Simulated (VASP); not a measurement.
# WC (Qusongite) (P-6m2) in VASP: further runs

Runs on WC (Qusongite). Level: PBE. Tasks: single point.

Everything below comes from runs of VASP 6.6.1. Logs are shortened: lines on timing, memory, paths and dates and some standing lists are left out, and cuts for length are marked.

### 1 The cell of the first run

The structure is hexagonal, space group P-6m2 (No. 187). Conventional cell: a = 2.957 Å, b = 2.957 Å, c = 2.886 Å, α = 90.00°, β = 90.00°, γ = 120.00°. Within 3.0 Å of W (site symmetry -6m2) lie 6 C at 2.24 Å and 8 W at 2.89 to 2.96 Å. C (site symmetry -6m2) has 6 W at 2.24 Å and 8 C at 2.89 to 2.96 Å within 3.0 Å.

### 2 Single point, PBE

INCAR reads:

```
ALGO = Normal
EDIFF = 1E-7
ENCUT = 520
GGA = PE
ISIF = 2
ISMEAR = 1
LASPH = True
LCHARG = False
LREAL = False
LWAVE = False
NBANDS = 16
NELM = 80
PREC = Accurate
SIGMA = 0.1
```

KPOINTS reads:

```
k-points
0
Gamma
  11 11 9
```

POSCAR reads:

```
WC
1.0
    2.9572787999      0.0000000000      0.0000000000
   -1.4786393999      2.5610787335      0.0000000000
    0.0000000000      0.0000000000      2.8861575929
W C
1 1
Direct
    0.0000000000      0.0000000000      0.0000000000
    0.6666666667      0.3333333333      0.5000000000
```

Potentials or basis: VASP PAW PBE potentials, release 64 (W_sv, C).

Run with:

```bash
$ cat potpaw_PBE.64/W_sv/POTCAR potpaw_PBE.64/C/POTCAR > POTCAR
$ mpirun -np 1 vasp_std > vasp.out
```

OUTCAR:

```text
EDIFF = 1E-7
   ENCUT = 520
   GGA = PE
   ISIF = 2
   ISMEAR = 1
   LASPH = True
   LREAL = False
   NELM = 80
   PREC = Accurate

 ion  position               nearest neighbor table
   1  0.000  0.000  0.000-   2 2.24   2 2.24   2 2.24   2 2.24   2 2.24   2 2.24
   2  0.667  0.333  0.500-   1 2.24   1 2.24   1 2.24   1 2.24   1 2.24   1 2.24

  LATTYP: Found a hexagonal cell.
 ALAT       =     2.9572787999
 C/A-ratio  =     0.9759504559

  Lattice vectors:

 A1 = (   2.9572787999,   0.0000000000,   0.0000000000)
 A2 = (  -1.4786393999,   2.5610787335,   0.0000000000)
 A3 = (   0.0000000000,   0.0000000000,   2.8861575929)

Analysis of symmetry for initial positions (statically):
=====================================================================
 Subroutine PRICEL returns:
 Original cell was already a primitive cell.

 Routine SETGRP: Setting up the symmetry group for a
 hexagonal supercell.

 Subroutine GETGRP returns: Found 12 space group operations
 (whereof 12 operations were pure point group operations)
 out of a pool of 24 trial point group operations.

The static configuration has the point symmetry D_3h.

Analysis of symmetry for dynamics (positions and initial velocities):
=====================================================================
 Subroutine PRICEL returns:
 Original cell was already a primitive cell.

 Routine SETGRP: Setting up the symmetry group for a
 hexagonal supercell.

 Subroutine GETGRP returns: Found 12 space group operations
 (whereof 12 operations were pure point group operations)
 out of a pool of 24 trial point group operations.

The dynamic configuration has the point symmetry D_3h.

 Subroutine INISYM returns: Found 12 space group operations
 (whereof 12 operations are pure point group operations),
 and found     1 'primitive' translations

----------------------------------------------------------------------------------------

                                     Primitive cell

  volume of cell :      21.8592

  direct lattice vectors                    reciprocal lattice vectors
     2.957278800  0.000000000  0.000000000     0.338148706  0.195230234  0.000000000
    -1.478639400  2.561078734  0.000000000     0.000000000  0.390460468  0.000000000
     0.000000000  0.000000000  2.886157593     0.000000000  0.000000000  0.346481427

  length of vectors
     2.957278800  2.957278944  2.886157593     0.390460487  0.390460468  0.346481427

  position of ions in fractional coordinates (direct lattice)
     0.000000000  0.000000000  0.000000000
     0.666666667  0.333333333  0.500000000

  ion indices of the primitive-cell ions
   primitive index   ion index
                 1           1
                 2           2

----------------------------------------------------------------------------------------

 KPOINTS: k-points

Automatic generation of k-mesh.
 Grid dimensions read from file:
 generate k-points for:   11   11    9

 Generating k-lattice:

  Cartesian coordinates                     Fractional coordinates (reciprocal lattice)
     0.030740791  0.017748203  0.000000000     0.090909091 -0.000000000  0.000000000
     0.000000000  0.035496406  0.000000000     0.000000000  0.090909091  0.000000000
     0.000000000  0.000000000  0.038497936     0.000000000  0.000000000  0.111111111

  Length of vectors
     0.035496408  0.035496406  0.038497936

  Shift w.r.t. Gamma in fractional coordinates (k-lattice)
     0.000000000  0.000000000  0.000000000

 Subroutine IBZKPT returns following result:
 ===========================================

 Found     80 irreducible k-points:

 Following reciprocal coordinates:
            Coordinates               Weight
  0.000000  0.000000  0.000000      1.000000
  0.090909  0.000000  0.000000      6.000000
  0.181818  0.000000  0.000000      6.000000
  0.272727  0.000000  0.000000      6.000000
  0.363636  0.000000  0.000000      6.000000
  0.454545  0.000000  0.000000      6.000000
[... 16 lines left out ...]
  0.090909  0.090909  0.111111     12.000000
  0.181818  0.090909  0.111111     24.000000
 [... further k-points ...]
   k-points           NKPTS =     80   k-points in BZ     NKDIM =     80   number of bands    NBANDS=     16
   number of dos      NEDOS =    301   number of ions     NIONS =      2
   total plane-waves  NPLWV =  13824
   dimension x,y,z NGX =    24 NGY =   24 NGZ =   24
   dimension x,y,z NGXF=    48 NGYF=   48 NGZF=   48
   ions per type =               1   1
   NGX,Y,Z   is equivalent  to a cutoff of  13.49, 13.49, 13.82 a.u.
   NGXF,Y,Z  is equivalent  to a cutoff of  26.98, 26.98, 27.65 a.u.
 SYSTEM =  unknown system
   PREC   = accura    normal or accurate (medium, high low for compatibility)
   ISTART =      0    job   : 0-new  1-cont  2-samecut
   ICHARG =      2    charge: 1-file 2-atom 10-const
   ISPIN  =      1    spin polarized calculation?
   LNONCOLLINEAR =      F non collinear calculations
   LSORBIT =      F    spin-orbit coupling
   LASPH  =      T    aspherical Exc in radial PAW
   ENCUT  =  520.0 eV  38.22 Ry    6.18 a.u.   5.50  5.50  5.37*2*pi/ulx,y,z
   NELM   =     80;   NELMIN=  2; NELMDL= -5     # of ELM steps
   EDIFF  = 0.1E-06   stopping-criterion for ELM
   LREAL  =      F    real-space projection
   EDIFFG = 0.1E-05   stopping-criterion for IOM
   NSW    =      0    number of steps for IOM
   IBRION =     -1    ionic relax: 0-MD 1-quasi-New 2-CG
   NFREE  =      0    steps in history (QN), initial steepest desc. (CG)
   ISIF   =      2    stress and relaxation
   ISYM   =      2    0-nonsym 1-usesym 2-fastsym
   POTIM  = 0.5000    time-step for ionic-motion
   TEBEG  =    0.0;   TEEND  =   0.0 temperature during run
   PSTRESS=    0.0 pullay stress
   NELECT =      18.0000    total number of electrons
   NUPDOWN=      -1.0000    fix difference up-down
   EMIN   =  10.00;   EMAX   =-10.00  energy-range for DOS
   EFERMI =   0.00;   METHOD = LEGACY
   ISMEAR =     1;   SIGMA  =   0.10  broadening in eV -4-tet -1-fermi 0-gaus
   EFERMI_NEDOS =   21; number of points for ismear=-14 and -15
   IALGO  =     38    algorithm
   IMIX   =      4    mixing-type and parameters
     AMIX     =   0.40;   BMIX     =  1.00
     AMIX_MAG =   1.60;   BMIX_MAG =  1.00
  volume/ion in A,a.u.               =      10.93        73.76
  Fermi-wavevector in a.u.,A,eV,Ry     =   1.534454  2.899698 32.035592  2.354550
  Thomas-Fermi vector in A             =   2.641380
   LORBIT       =      0    0 simple, 1 ext, 2 COOP (PROOUT), +10 PAW based schemes
   GGA     = PE    functional components
   LHFCALC =     F    Hartree Fock is set to
   AEXX    =    0.0000 exact exchange contribution
   IVDW    =     0    specifies the selected vdW correction
   LEPSILON=     F    determine dielectric tensor
   LRPA    =     F    only Hartree local field effects (RPA)
 non-spin polarized calculation
 Methfessel and Paxton  Order N= 1 SIGMA  =   0.10
  energy-cutoff  :      520.00
  volume of cell :       21.86
 maximum number of plane-waves:       611
 NGX is ok and might be reduce to    24
   NGX = 11   NGY = 11   NGZ = 11

 number of electron      18.0000001 magnetization

 Free energy of the ion-electron system (eV)
  ---------------------------------------------------
  ext. energy  EPLUGINS =         0.00000000
  ---------------------------------------------------
  free energy    TOTEN  =       -22.41949612 eV

  energy without entropy =      -22.41920352  energy(sigma->0) =      -22.41939859

 E-fermi :  10.3409     XC(G=0): -13.5131

 val. band max:       10.3184655919   @ k =   0.4545   0.0000   0.4444
 cond. band min:      10.3548987592   @ k =   0.0909   0.0000   0.3333
 fundamental gap:      0.0364331674
 Fermi energy:        10.3409134770

 k-point     1 :       0.0000    0.0000    0.0000
  band No.  band energies     occupation
      1     -63.7712      2.00000
      2     -27.7517      2.00000
      3     -27.6641      2.00000
      4     -27.6641      2.00000
      5      -3.7038      2.00000
      6       6.3220      2.00000
[... 8 lines left out ...]
     15      24.2049      0.00000
     16      26.6164      0.00000

 k-point     2 :       0.0909    0.0000    0.0000
  band No.  band energies     occupation
      1     -63.7675      2.00000
      2     -27.7446      2.00000
      3     -27.7200      2.00000
      4     -27.6769      2.00000
      5      -3.5023      2.00000
      6       6.3577      2.00000
[... 8 lines left out ...]
     15      23.8687      0.00000
     16      27.0431      0.00000

 k-point     3 :       0.1818    0.0000    0.0000
  band No.  band energies     occupation
      1     -63.7579      2.00000
      2     -27.8676      2.00000
      3     -27.7254      2.00000
      4     -27.7111      2.00000
      5      -2.9369      2.00000
      6       5.7937      2.00000
[... 8 lines left out ...]
     15      23.6590      0.00000
     16      28.1967      0.00000

 k-point     4 :       0.2727    0.0000    0.0000
  band No.  band energies     occupation
      1     -63.7452      2.00000
      2     -28.0561      2.00000
      3     -27.7554      2.00000
      4     -27.7002      2.00000
      5      -2.1210      2.00000
      6       4.8903      2.00000
[... 8 lines left out ...]
     15      24.2288      0.00000
     16      27.5530      0.00000
[... 324 lines left out ...]
 k-point    22 :       0.4545    0.0000    0.1111
  band No.  band energies     occupation
      1     -63.7230      2.00000
      2     -28.3127      2.00000
      3     -27.8122      2.00000
      4     -27.7320      2.00000
      5      -0.5419      2.00000
      6       3.6004      2.00000
[... 8 lines left out ...]
     15      22.7186      0.00000
     16      27.3724      0.00000

 k-point    23 :       0.0909    0.0909    0.1111
  band No.  band energies     occupation
      1     -63.7572      2.00000
      2     -27.8159      2.00000
      3     -27.8000      2.00000
      4     -27.6971      2.00000
      5      -2.8664      2.00000
      6       6.1559      2.00000
[... 8 lines left out ...]
     15      23.5820      0.00000
     16      27.4226      0.00000

 k-point    24 :       0.1818    0.0909    0.1111
  band No.  band energies     occupation
      1     -63.7461      2.00000
      2     -27.9697      2.00000
      3     -27.7809      2.00000
      4     -27.7445      2.00000
      5      -2.2095      2.00000
      6       5.3970      2.00000
[... 8 lines left out ...]
     15      23.5073      0.00000
     16      27.5953      0.00000

 [... further k-points ...]
[... 5 lines left out ...]
  --------------------------------------------------------------------------------------
  -------------------------------------------------------------------------------------
  Total       -1.5649440     -1.5649442     -2.0144280     -0.0000000      0.0000000     -0.0000000
  in kB     -114.7028293   -114.7028443   -147.6478339     -0.0000000      0.0000000     -0.0000000
  external PRESSURE =    -125.6845025 kB  Pullay stress =       0.0000000 kB

 VOLUME and BASIS-vectors are now :
 -----------------------------------------------------------------------------
  energy-cutoff  :      520.00
  volume of cell :       21.86
      direct lattice vectors                 reciprocal lattice vectors
     2.957278800  0.000000000  0.000000000     0.338148706  0.195230234  0.000000000
    -1.478639400  2.561078734  0.000000000     0.000000000  0.390460468  0.000000000
     0.000000000  0.000000000  2.886157593     0.000000000  0.000000000  0.346481427

 POSITION                                       TOTAL-FORCE (eV/Angst)
 -----------------------------------------------------------------------------------
      0.00000      0.00000      0.00000         0.000000      0.000000      0.000000
      1.47864      0.85369      1.44308        -0.000000     -0.000000      0.000000
 -----------------------------------------------------------------------------------
    total drift:                               -0.000000      0.000001      0.000000

  FREE ENERGIE OF THE ION-ELECTRON SYSTEM (eV)
  ---------------------------------------------------
  free  energy   TOTEN  =       -22.4194961209 eV

  energy  without entropy=      -22.4192035223  energy(sigma->0) =      -22.41939859
```

Wall time 8.4 s (1 thread of Intel Xeon 6975P-C (Granite Rapids), shared host); peak memory 0.15 GiB.

Results:

| Property | Result |
| --- | --- |
| Free energy | -22.4195 eV |
| Pressure | -12.6 GPa |
| Band gap on the k mesh | zero (band 9 reaches 10.98 eV, above the bottom of band 10 at 9.86 eV) |

Levels at points of the mesh, in eV from the Fermi level:
| k point | band 6 | band 7 | band 8 | band 9 | band 10 | band 11 | band 12 | band 13 |
| --- | --- | --- | --- | --- | --- | --- | --- | --- |
| (0.00, 0.00, 0.00) | -4.02 | -3.11 | -3.11 | 0.09 | 3.00 | 3.00 | 5.34 | 5.34 |

Caveat: spin-orbit coupling is left out, which moves the levels of the heavy elements.

### 3 Single point, PBE

This run uses another cell than the first one, of 11.21 Å³/atom, 1.025 times its volume.

INCAR reads:

```
  ALGO = Normal
  EDIFF = 1E-6
  ENCUT = 520
  GGA = PE
  ISIF = 2
  ISMEAR = 1
  LASPH = True
  LCHARG = True
  LELF = True
  LREAL = False
  LVHAR = True
  LWAVE = False
  NBANDS = 16
  NELM = 80
  PREC = Accurate
  SIGMA = 0.1
```

KPOINTS is that of step 2.

POSCAR reads:

```
WC
1.0
    2.9820270534      0.0000000000      0.0000000000
   -1.4910135267      2.5825113512      0.0000000000
    0.0000000000      0.0000000000      2.9103106622
W C
1 1
Direct
    0.0000000000      0.0000000000      0.0000000000
    0.6666666667      0.3333333333      0.5000000000
```

Potentials or basis: VASP PAW PBE potentials, release 64 (W_sv, C).

Run with:

```bash
$ cat potpaw_PBE.64/W_sv/POTCAR potpaw_PBE.64/C/POTCAR > POTCAR
$ mpirun -np 1 vasp_std > vasp.out
```

Run time: 8.8 s. Hardware: 1 thread of Intel Xeon 6975P-C (Granite Rapids), shared host; peak memory 0.15 GiB.

Results (log left out):

```
Free energy            : -22.3625 eV
Pressure               : -20.4 GPa
Band gap on the k mesh : zero (band 9 reaches 10.64 eV, above the bottom of band 10 at 9.54 eV)
```

Stress tensor (GPa, compression positive):
```
-18.93   0.00   0.00
  0.00 -18.93   0.00
  0.00   0.00 -23.35
```

Levels at points of the mesh, in eV from the Fermi level:
| k point | band 5 | band 6 | band 7 | band 8 | band 9 | band 10 | band 11 | band 12 | band 13 | band 14 |
| --- | --- | --- | --- | --- | --- | --- | --- | --- | --- | --- |
| (0.00, 0.00, 0.00) | -13.85 | -3.88 | -3.01 | -3.01 | 0.09 | 2.90 | 2.90 | 5.22 | 5.22 | 5.85 |

Caveat: spin-orbit coupling is left out, which moves the levels of the heavy elements.
